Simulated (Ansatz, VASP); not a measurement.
## PbSe in VASP and in Ansatz

```
Pb Se
1.0
     0.00000    3.05516    3.05516
     3.05516    0.00000    3.05516
     3.05516    3.05516    0.00000
Pb Se
1 1
Direct
  0.00000 0.00000 0.00000
  0.50000 0.50000 0.50000
```

Alike in both runs: functional revPBE; dispersion D3(BJ); k mesh 6 × 6 × 6; no spin polarisation.

Ansatz relaxed the structure, and its values are those at the end. VASP's run is a single point on that final structure, the one shown.

|  | VASP | Ansatz |
| --- | --- | --- |
| version | VASP 6.6.1 | Ansatz 0.2.0 |
| potentials or method | VASP PAW PBE potentials, release 64 (Pb_d, Se) | plane waves, PAW |
| plane-wave cutoff (eV) | 500 | 420 |
| occupations | gaussian, width 0.01 eV | fixed |
| valence electrons in the cell | 20 | 30 |

```tsv
	VASP	Ansatz	Ansatz less VASP
pressure (GPa)	0.0	0.0	+0.02
```

VASP's potentials were made for PBE, not for revPBE. VASP's potentials hold 20 valence electrons a cell and Ansatz's 30, so a difference there can come from the potentials and not from the codes. Ansatz's warnings: relaxed geometry near dispersion switch, stress scf threshold loose.

Spin-orbit coupling is off throughout.
